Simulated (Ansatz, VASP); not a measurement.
# One calculation of InP, two programs

Contents of INCAR:

```
SYSTEM = InP
ALGO = Normal
EDIFF = 1E-7
ENCUT = 520
GGA = PE
ISIF = 2
ISMEAR = 0
LASPH = .TRUE.
LCHARG = .TRUE.
LELF = .TRUE.
LREAL = .FALSE.
LVHAR = .TRUE.
LWAVE = .FALSE.
NBANDS = 16
NELM = 80
PREC = Accurate
SIGMA = 0.15
```

The input KPOINTS:

```
k-points
0
G
  20 20 20
  0 0 0
```

File POSCAR:

```
InP
1.0
    0.0000000000      2.8453501839      2.6256891497
    2.8453501839      0.0000000000      2.6256891497
    2.8453501839      2.8453501839      0.0000000000
In P
1 1
Direct
    0.0000000000      0.0000000000      0.0000000000
    0.5000000000      0.5000000000      0.5000000000
```

Input for Ansatz:

```yaml
crystal:
  lattice:
    - [0.0, 2.8453501839, 2.6256891497]
    - [2.8453501839, 0.0, 2.6256891497]
    - [2.8453501839, 2.8453501839, 0.0]
  atoms:
    - { symbol: In, position: [0.0, 0.0, 0.0] }
    - { symbol: P, position: [0.5, 0.5, 0.5] }
basis:
  ecutwfc: 420
kpoints:
  mp_grid: { grid: [20, 20, 20] }
hamiltonian:
  xc: pbe
scf:
  occupations: { method: gaussian, width: 0.15 }
output:
  forces: true
  stress: true
  eigenvalues: true
```

Alike in both runs: task single point; functional PBE; k mesh 20 × 20 × 20; occupations gaussian, width 0.15 eV; no spin polarisation.

|  | VASP | Ansatz |
| --- | --- | --- |
| version | VASP 6.6.1 | Ansatz 0.2.0 |
| potentials or method | VASP PAW PBE potentials, release 64 (In_d, P), cutoff 520 eV | scalar-relativistic, plane waves, PAW |
| valence electrons in the cell | 18 | 18 |

Ansatz gave:

* gap on the k mesh at the Fermi level (eV): none
* pressure (GPa): 1.0
* traceless stress, the component that is largest in VASP (GPa): 6.80

Question: Estimate VASP's values.

Answer: gap on the k mesh at the Fermi level (eV): none; pressure (GPa): 0.9; traceless stress, the component that is largest in VASP (GPa): 6.77.

A gap of «none» marks a metal or a gap that the smearing closes. The functional is the same, so the differences come from potentials, cutoffs and numerics.
